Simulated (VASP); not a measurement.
Wanted: the native input for a VASP 6.6.1 run.

| Quantity | Value |
| --- | --- |
| Task | single point |
| Functional | LDA |
| Potentials or basis | VASP PAW LDA potentials, release 64 (Re) |
| Cutoff | 520 eV |
| k mesh | 18 × 18 × 10 |
| Occupations | fermi-dirac, width 0.08 eV |
| Spin | no spin polarisation |
| Dipole correction | no |
| Further INCAR settings | ALGO = Normal; EDIFF = 1e-07; NBANDS = 14 |

The structure of Re lies in POSCAR:

```
Re
1.0
    2.6233866484      0.0000000000      0.0000000000
   -1.3116933242      2.2719194815      0.0000000000
    0.0000000000      0.0000000000      4.2329553620
Re
2
Direct
    0.3333333333      0.6666666667      0.2500000000
    0.6666666667      0.3333333333      0.7500000000
```

The input as run:

INCAR

```
ALGO = Normal
EDIFF = 1E-7
ENCUT = 520
GGA = CA
ISIF = 2
ISMEAR = -1
LASPH = True
LCHARG = False
LREAL = False
LWAVE = False
NBANDS = 14
NELM = 80
PREC = Accurate
SIGMA = 0.08
```

KPOINTS

```
k-points
0
Gamma
  18 18 10
```

Potentials or basis: VASP PAW LDA potentials, release 64 (Re).

Launch:

```bash
$ cat potpaw_LDA.64/Re/POTCAR > POTCAR
$ mpirun -np 1 vasp_std > vasp.out
```

It gave:

```yaml
Pressure: 72.4 GPa
Band_gap_on_the_k_mesh: zero (bands 7 and 8 overlap by 4.42 eV)
```

Caveat: the cell stands under pressure; spin-orbit coupling is left out, which moves the levels of the heavy elements.

Run time: 37 s on 1 thread of Intel(R) Xeon(R) Platinum 8488C (Sapphire Rapids), with other jobs on the host, peak memory 0.18 GiB.
